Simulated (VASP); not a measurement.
# Ti3H in VASP: a series of runs

Runs on Ti3H. Level: PBE. Tasks: single point.

Program: VASP 6.6.1. These are calculated values, not measurements. Logs are shortened: lines on timing, memory, paths and dates and some standing lists are left out, and cuts for length are marked.

## Step 1: The cell of the first run

The cell holds a slab with vacuum, 4 atoms: a = 2.908 Å, b = 2.908 Å, c = 20.806 Å, α = 90.00°, β = 90.00°, γ = 90.00°.

## Step 2: Single point, PBE, collinear spin

Input file INCAR:

```
SYSTEM = Ti3H
  ALGO = Normal
  DIPOL = 0.5 0.5 0.310
  EDIFF = 1E-6
  ENCUT = 520
  GGA = PE
  IDIPOL = 3
  ISIF = 2
  ISMEAR = 0
  ISPIN = 2
  LASPH = .True.
  LCHARG = .False.
  LDIPOL = .True.
  LMAXMIX = 4
  LORBIT = 11
  LREAL = .False.
  LWAVE = .False.
  MAGMOM = 0 0 0 1
  NBANDS = 30
  NELM = 150
  PREC = Accurate
  SIGMA = 0.1
```

Input file KPOINTS:

```
k-points
0
Gamma
  9 9 1
  0 0 0
```

Input file POSCAR:

```
Ti3H
1.0
    2.9075446931      0.0000000000      0.0000000000
    0.0000000000      2.9075446931      0.0000000000
    0.0000000000      0.0000000000     20.8059825779
Ti H
3 1
Direct
    0.5000000000      0.5000000000      0.1922523959
    0.0000000000      0.0000000000      0.2837148153
    0.5000000000      0.5000000000      0.3751797133
    1.0000000000      1.0000000000      0.3891180120
```

Potentials or basis: VASP PAW PBE potentials, release 64 (Ti_sv, H).

Command:

```
$ cat potpaw_PBE.64/Ti_sv/POTCAR potpaw_PBE.64/H/POTCAR > POTCAR
$ mpirun -np 1 vasp_std > vasp.out
```

OUTCAR:

```text
SYSTEM = Ti3H
   EDIFF = 1E-6
   ENCUT = 520
   GGA = PE
   ISIF = 2
   ISMEAR = 0
   ISPIN = 2
   LASPH = .True.
   LORBIT = 11
   LREAL = .False.
   NELM = 150
   PREC = Accurate

 ion  position               nearest neighbor table
   1  0.500  0.500  0.192-   2 2.80   2 2.80   2 2.80   2 2.80
   2  0.000  0.000  0.284-   1 2.80   1 2.80   1 2.80   1 2.80   3 2.80   3 2.80   3 2.80   3 2.80

   3  0.500  0.500  0.375-   2 2.80   2 2.80   2 2.80   2 2.80
   4  0.000  0.000  0.389-

  LATTYP: Found a simple tetragonal cell.
 ALAT       =     2.9075446931
 C/A-ratio  =     7.1558599348

  Lattice vectors:

 A1 = (   2.9075446931,   0.0000000000,   0.0000000000)
 A2 = (   0.0000000000,   2.9075446931,   0.0000000000)
 A3 = (   0.0000000000,   0.0000000000,  20.8059825779)

Analysis of symmetry for initial positions (statically):
=====================================================================
 Subroutine PRICEL returns:
 Original cell was already a primitive cell.

 Routine SETGRP: Setting up the symmetry group for a
 simple tetragonal supercell.

 Subroutine GETGRP returns: Found  8 space group operations
 (whereof  8 operations were pure point group operations)
 out of a pool of 16 trial point group operations.

The static configuration has the point symmetry C_4v.

Analysis of symmetry for dynamics (positions and initial velocities):
=====================================================================
 Subroutine PRICEL returns:
 Original cell was already a primitive cell.

 Routine SETGRP: Setting up the symmetry group for a
 simple tetragonal supercell.

 Subroutine GETGRP returns: Found  8 space group operations
 (whereof  8 operations were pure point group operations)
 out of a pool of 16 trial point group operations.

The dynamic configuration has the point symmetry C_4v.

Analysis of structural, dynamic, and magnetic symmetry:
=====================================================================
 Subroutine PRICEL returns:
 Original cell was already a primitive cell.

 Routine SETGRP: Setting up the symmetry group for a
 simple tetragonal supercell.

 Subroutine GETGRP returns: Found  8 space group operations
 (whereof  8 operations were pure point group operations)
 out of a pool of 16 trial point group operations.

The overall configuration has the point symmetry C_4v.

 Subroutine INISYM returns: Found  8 space group operations
 (whereof  8 operations are pure point group operations),
 and found     1 'primitive' translations

----------------------------------------------------------------------------------------

                                     Primitive cell

  volume of cell :     175.8900

  direct lattice vectors                    reciprocal lattice vectors
     2.907544693  0.000000000  0.000000000     0.343932804  0.000000000  0.000000000
     0.000000000  2.907544693  0.000000000     0.000000000  0.343932804  0.000000000
     0.000000000  0.000000000 20.805982578     0.000000000  0.000000000  0.048063099

  length of vectors
     2.907544693  2.907544693 20.805982578     0.343932804  0.343932804  0.048063099

  position of ions in fractional coordinates (direct lattice)
     0.500000000  0.500000000  0.192252396
     0.000000000  0.000000000  0.283714815
     0.500000000  0.500000000  0.375179713
     0.000000000  0.000000000  0.389118012

  ion indices of the primitive-cell ions
   primitive index   ion index
                 1           1
                 2           2
                 3           3
                 4           4

----------------------------------------------------------------------------------------

 KPOINTS: k-points

Automatic generation of k-mesh.
 Grid dimensions read from file:
[... 28 lines left out ...]
  0.222222  0.111111  0.000000      8.000000
  0.333333  0.111111  0.000000      8.000000
  0.444444  0.111111  0.000000      8.000000
  0.222222  0.222222  0.000000      4.000000
  0.333333  0.222222  0.000000      8.000000
  0.444444  0.222222  0.000000      8.000000
  0.333333  0.333333  0.000000      4.000000
  0.444444  0.333333  0.000000      8.000000
  0.444444  0.444444  0.000000      4.000000
   k-points           NKPTS =     15   k-points in BZ     NKDIM =     15   number of bands    NBANDS=     30
   number of dos      NEDOS =    301   number of ions     NIONS =      4
   total plane-waves  NPLWV =  92160
   dimension x,y,z NGX =    24 NGY =   24 NGZ =  160
   dimension x,y,z NGXF=    48 NGYF=   48 NGZF=  320
   ions per type =               3   1
   NGX,Y,Z   is equivalent  to a cutoff of  13.72, 13.72, 12.78 a.u.
   NGXF,Y,Z  is equivalent  to a cutoff of  27.45, 27.45, 25.57 a.u.
 SYSTEM =  Ti3H
   PREC   = accura    normal or accurate (medium, high low for compatibility)
   ISTART =      0    job   : 0-new  1-cont  2-samecut
   ICHARG =      2    charge: 1-file 2-atom 10-const
   ISPIN  =      2    spin polarized calculation?
   LNONCOLLINEAR =      F non collinear calculations
   LSORBIT =      F    spin-orbit coupling
   LASPH  =      T    aspherical Exc in radial PAW
   ENCUT  =  520.0 eV  38.22 Ry    6.18 a.u.   5.41  5.41 38.69*2*pi/ulx,y,z
   NELM   =    150;   NELMIN=  2; NELMDL= -5     # of ELM steps
   EDIFF  = 0.1E-05   stopping-criterion for ELM
   LREAL  =      F    real-space projection
   EDIFFG = 0.1E-04   stopping-criterion for IOM
   NSW    =      0    number of steps for IOM
   IBRION =     -1    ionic relax: 0-MD 1-quasi-New 2-CG
   NFREE  =      0    steps in history (QN), initial steepest desc. (CG)
   ISIF   =      2    stress and relaxation
   ISYM   =      2    0-nonsym 1-usesym 2-fastsym
   POTIM  = 0.5000    time-step for ionic-motion
   TEBEG  =    0.0;   TEEND  =   0.0 temperature during run
   PSTRESS=    0.0 pullay stress
   NELECT =      37.0000    total number of electrons
   NUPDOWN=      -1.0000    fix difference up-down
   EMIN   =  10.00;   EMAX   =-10.00  energy-range for DOS
   EFERMI =   0.00;   METHOD = LEGACY
   ISMEAR =     0;   SIGMA  =   0.10  broadening in eV -4-tet -1-fermi 0-gaus
   EFERMI_NEDOS =   21; number of points for ismear=-14 and -15
   IALGO  =     38    algorithm
   IMIX   =      4    mixing-type and parameters
     AMIX     =   0.40;   BMIX     =  1.00
     AMIX_MAG =   1.60;   BMIX_MAG =  1.00
  volume/ion in A,a.u.               =      43.97       296.74
  Fermi-wavevector in a.u.,A,eV,Ry     =   0.973633  1.839899 12.897782  0.947960
  Thomas-Fermi vector in A             =   2.104028
   LORBIT       =     11    0 simple, 1 ext, 2 COOP (PROOUT), +10 PAW based schemes
   GGA     = PE    functional components
   LHFCALC =     F    Hartree Fock is set to
   AEXX    =    0.0000 exact exchange contribution
   IVDW    =     0    specifies the selected vdW correction
   LEPSILON=     F    determine dielectric tensor
   LRPA    =     F    only Hartree local field effects (RPA)
 spin polarized calculation
 Gauss-broadening in eV      SIGMA  =   0.10
  energy-cutoff  :      520.00
  volume of cell :      175.89
 maximum number of plane-waves:      4781
 NGX is ok and might be reduce to    24
   NGX = 11   NGY = 11   NGZ = 77

 number of electron      37.0000014 magnetization       0.0630742

 dipolmoment           0.000000      0.000000     -0.005735 electrons x Angstroem

 number of electron      37.0000014 magnetization      -0.5999133

 dipolmoment           0.000000      0.000000      0.010908 electrons x Angstroem

 Free energy of the ion-electron system (eV)
  ---------------------------------------------------
  ext. energy  EPLUGINS =         0.00000000
  ---------------------------------------------------
  free energy    TOTEN  =       -25.92879132 eV

  energy without entropy =      -25.90714275  energy(sigma->0) =      -25.91796704

 E-fermi :  -0.1360     XC(G=0):  -4.4689

 val. band max:       -0.1606378846   @ k =   0.2222   0.2222   0.0000
 cond. band min:      -0.1266791038   @ k =   0.1111   0.1111   0.0000
 fundamental gap:      0.0339587808
 Fermi energy:        -0.1360414902

 spin component 1

 k-point     1 :       0.0000    0.0000    0.0000
  band No.  band energies     occupation
      1     -56.9797      1.00000
      2     -56.7621      1.00000
      3     -56.6338      1.00000
      4     -33.3514      1.00000
      5     -33.1220      1.00000
      6     -33.1018      1.00000
[... 484 lines left out ...]
     29       4.6652      0.00000
     30       5.3706      0.00000
 Fermi energy:        -0.1360414902

 spin component 2

 k-point     1 :       0.0000    0.0000    0.0000
  band No.  band energies     occupation
      1     -57.0582      1.00000
      2     -56.9990      1.00000
      3     -56.6271      1.00000
      4     -33.4979      1.00000
      5     -33.2933      1.00000
      6     -33.1303      1.00000
[... 484 lines left out ...]
     29       4.5332      0.00000
     30       5.3375      0.00000

------------------------ aborting loop because EDIFF is reached ----------------------------------------

 vacuum level on the upper side and lower side of the slab       (xc-potential included)        -0.121        -0.349

  FORCE on cell =-STRESS in cart. coord.  units (eV):
  Direction    XX          YY          ZZ          XY          YZ          ZX
  --------------------------------------------------------------------------------------
  -------------------------------------------------------------------------------------
  Total       -1.0242633     -1.0242633      0.3547581      0.0000000      0.0000000      0.0000000
  in kB       -9.3299897     -9.3299897      3.2314834      0.0000000      0.0000000      0.0000000
  external PRESSURE =      -5.1428320 kB  Pullay stress =       0.0000000 kB

 VOLUME and BASIS-vectors are now :
 -----------------------------------------------------------------------------
  energy-cutoff  :      520.00
  volume of cell :      175.89
      direct lattice vectors                 reciprocal lattice vectors
     2.907544693  0.000000000  0.000000000     0.343932804  0.000000000  0.000000000
     0.000000000  2.907544693  0.000000000     0.000000000  0.343932804  0.000000000
     0.000000000  0.000000000 20.805982578     0.000000000  0.000000000  0.048063099

 POSITION                                       TOTAL-FORCE (eV/Angst)
 -----------------------------------------------------------------------------------
      1.45377      1.45377      4.00000        -0.000000     -0.000000      0.082604
      0.00000      0.00000      5.90297         0.000000      0.000000     -0.379033
      1.45377      1.45377      7.80598        -0.000000     -0.000000      0.376147
      0.00000      0.00000      8.09598        -0.000000      0.000000     -0.079717
 -----------------------------------------------------------------------------------
    total drift:                                0.000000     -0.000000     -0.000259

  FREE ENERGIE OF THE ION-ELECTRON SYSTEM (eV)
  ---------------------------------------------------
  free  energy   TOTEN  =       -25.9287913236 eV

  energy  without entropy=      -25.9071427473  energy(sigma->0) =      -25.91796704

 vacuum level on the upper side and lower side of the slab         3.772         3.534

 total charge

# of ion       s       p       d       tot
------------------------------------------
    1        2.243   6.064   1.922  10.229
    2        2.260   6.157   1.899  10.316
    3        2.201   6.092   2.007  10.300
    4        0.533   0.013   0.000   0.547
--------------------------------------------------
tot          7.237  18.327   5.828  31.392

 magnetization (x)

# of ion       s       p       d       tot
------------------------------------------
    1       -0.005  -0.022  -0.329  -0.355
    2        0.000  -0.006   0.046   0.041
    3       -0.000  -0.001  -0.026  -0.027
    4       -0.000   0.000   0.000   0.000
--------------------------------------------------
tot         -0.005  -0.028  -0.309  -0.342
```

It took 4.5 min on 1 thread of Intel Xeon 6975P-C (Granite Rapids), shared host; peak memory 0.4 GiB.

Results:

```yaml
Free_energy: -25.9288 eV
Largest_force: 0.379 eV/Å
Net_moment: -0.60 μB per cell
Site_moments: Ti -0.35, +0.04, -0.03; H +0.00 μB
Valence_electrons_inside_the_program's_atomic_spheres: Ti 10.23, 10.32, 10.30; H 0.55
```

Forces on the atoms (eV/Å):
```
Ti   0.000  0.000  0.083
Ti   0.000  0.000 -0.379
Ti   0.000  0.000  0.376
H    0.000  0.000 -0.080
```

Caveat: a moment this small can come from the mesh or the smearing.

## Step 3: Single point, PBE, collinear spin

Input file INCAR:

```
SYSTEM = Ti3H
PREC = Accurate ; ENCUT = 520
EDIFF = 1E-6 ; ISMEAR = 0
SIGMA = 0.1 ; LREAL = .FALSE.
LASPH = .TRUE. ; NELM = 150
ALGO = Normal ; ISIF = 2
LWAVE = .FALSE. ; LCHARG = .FALSE.
ISPIN = 2 ; MAGMOM = 0 0 0 1
LORBIT = 11 ; LMAXMIX = 4
LDIPOL = .TRUE. ; IDIPOL = 3
DIPOL = 0.5 0.5 0.331 ; GGA = PE
NBANDS = 30
```

Input file KPOINTS:

```
Automatic mesh
0
G
  9 9 1
  0 0 0
```

Edit POSCAR of step 2 so:

```diff
@@ -11,2 +11,2 @@
     0.5000000000      0.5000000000      0.3751797133
-    1.0000000000      1.0000000000      0.3891180120
+    0.5000000000      0.5000000000      0.4746703282
```

Potentials or basis: VASP PAW PBE potentials, release 64 (Ti_sv, H).

Command:

```
$ cat potpaw_PBE.64/Ti_sv/POTCAR potpaw_PBE.64/H/POTCAR > POTCAR
$ mpirun -np 1 vasp_std > vasp.out
```

OUTCAR:

```text
SYSTEM = Ti3H
   PREC = Accurate
   ENCUT = 520
   EDIFF = 1E-6
   ISMEAR = 0
   LREAL = .FALSE.
   LASPH = .TRUE.
   NELM = 150
   ISIF = 2
   ISPIN = 2
   LORBIT = 11
   GGA = PE

 ion  position               nearest neighbor table
   1  0.500  0.500  0.192-   2 2.80   2 2.80   2 2.80   2 2.80
   2  0.000  0.000  0.284-   1 2.80   1 2.80   1 2.80   1 2.80   3 2.80   3 2.80   3 2.80   3 2.80

   3  0.500  0.500  0.375-   2 2.80   2 2.80   2 2.80   2 2.80
   4  0.500  0.500  0.475-

  LATTYP: Found a simple tetragonal cell.
 ALAT       =     2.9075446931
 C/A-ratio  =     7.1558599348

  Lattice vectors:

 A1 = (   2.9075446931,   0.0000000000,   0.0000000000)
 A2 = (   0.0000000000,   2.9075446931,   0.0000000000)
 A3 = (   0.0000000000,   0.0000000000,  20.8059825779)

Analysis of symmetry for initial positions (statically):
=====================================================================
 Subroutine PRICEL returns:
 Original cell was already a primitive cell.
[... 1190 lines left out ...]
  Direction    XX          YY          ZZ          XY          YZ          ZX
  --------------------------------------------------------------------------------------
  -------------------------------------------------------------------------------------
  Total       -0.8195928     -0.8195928     -1.8544495      0.0000000      0.0000000      0.0000000
  in kB       -7.4656509     -7.4656509    -16.8921357      0.0000000      0.0000000      0.0000000
  external PRESSURE =     -10.6078125 kB  Pullay stress =       0.0000000 kB

 VOLUME and BASIS-vectors are now :
 -----------------------------------------------------------------------------
  energy-cutoff  :      520.00
  volume of cell :      175.89
      direct lattice vectors                 reciprocal lattice vectors
     2.907544693  0.000000000  0.000000000     0.343932804  0.000000000  0.000000000
     0.000000000  2.907544693  0.000000000     0.000000000  0.343932804  0.000000000
     0.000000000  0.000000000 20.805982578     0.000000000  0.000000000  0.048063099

 POSITION                                       TOTAL-FORCE (eV/Angst)
 -----------------------------------------------------------------------------------
      1.45377      1.45377      4.00000         0.000000      0.000000     -0.110676
      0.00000      0.00000      5.90297        -0.000000     -0.000000     -0.232704
      1.45377      1.45377      7.80598         0.000000      0.000000      1.650271
      1.45377      1.45377      9.87598         0.000000     -0.000000     -1.306891
 -----------------------------------------------------------------------------------
    total drift:                                0.000000     -0.000000     -0.000619

  FREE ENERGIE OF THE ION-ELECTRON SYSTEM (eV)
  ---------------------------------------------------
  free  energy   TOTEN  =       -24.2112981394 eV

  energy  without entropy=      -24.1746242379  energy(sigma->0) =      -24.19296119

 vacuum level on the upper side and lower side of the slab         5.696         2.502

 total charge

# of ion       s       p       d       tot
------------------------------------------
    1        2.247   6.060   1.926  10.232
    2        2.265   6.152   1.911  10.328
    3        2.242   6.088   1.868  10.197
    4        0.432   0.003   0.000   0.435
--------------------------------------------------
tot          7.185  18.303   5.705  31.192

 magnetization (x)

# of ion       s       p       d       tot
------------------------------------------
    1        0.000  -0.000   0.001   0.001
    2        0.000   0.000   0.011   0.011
    3        0.000   0.002  -0.010  -0.008
    4        0.037   0.000   0.000   0.037
--------------------------------------------------
tot          0.037   0.002   0.002   0.041
```

OSZICAR:

```text
N       E                     dE             d eps       ncg     rms          rms(c)
DAV:   1     0.418986095624E+03    0.41899E+03   -0.19892E+04  1976   0.118E+03
DAV:   2     0.259185343215E+02   -0.39307E+03   -0.38305E+03  1952   0.390E+02
DAV:   3    -0.204214992769E+02   -0.46340E+02   -0.45523E+02  3280   0.117E+02
[... 33 lines left out ...]
DAV:  37    -0.242112491516E+02   -0.18874E-04   -0.24821E-06  1794   0.801E-03    0.407E-03
DAV:  38    -0.242112617868E+02   -0.12635E-04   -0.13653E-06  1652   0.635E-03    0.237E-03
DAV:  39    -0.242112850338E+02   -0.23247E-04   -0.18455E-06  1674   0.509E-03    0.343E-03
DAV:  40    -0.242112947294E+02   -0.96956E-05   -0.10604E-06  1558   0.454E-03    0.173E-03
DAV:  41    -0.242112972030E+02   -0.24737E-05   -0.38022E-07  1470   0.267E-03    0.122E-03
DAV:  42    -0.242112981394E+02   -0.93632E-06   -0.15466E-07  1292   0.158E-03
   1 F= -.24211298E+02 E0= -.24192961E+02  d E =-.366739E-01  mag=     0.0824
```

It took 16 min on 1 thread of Intel Xeon 8259CL, shared host; peak memory 0.41 GiB.

What came out:

```
Free energy                                           : -24.2113 eV
Largest force                                         : 1.650 eV/Å
Net moment                                            : 0.08 μB per cell
Site moments                                          : Ti +0.00, +0.01, -0.01; H +0.04 μB
Valence electrons inside the program's atomic spheres : Ti 10.23, 10.33, 10.20; H 0.43
```

Forces on the atoms (eV/Å):
```
Ti   0.000  0.000 -0.111
Ti   0.000  0.000 -0.233
Ti   0.000  0.000  1.650
H    0.000  0.000 -1.307
```

(Continued in part 2 of 2.)
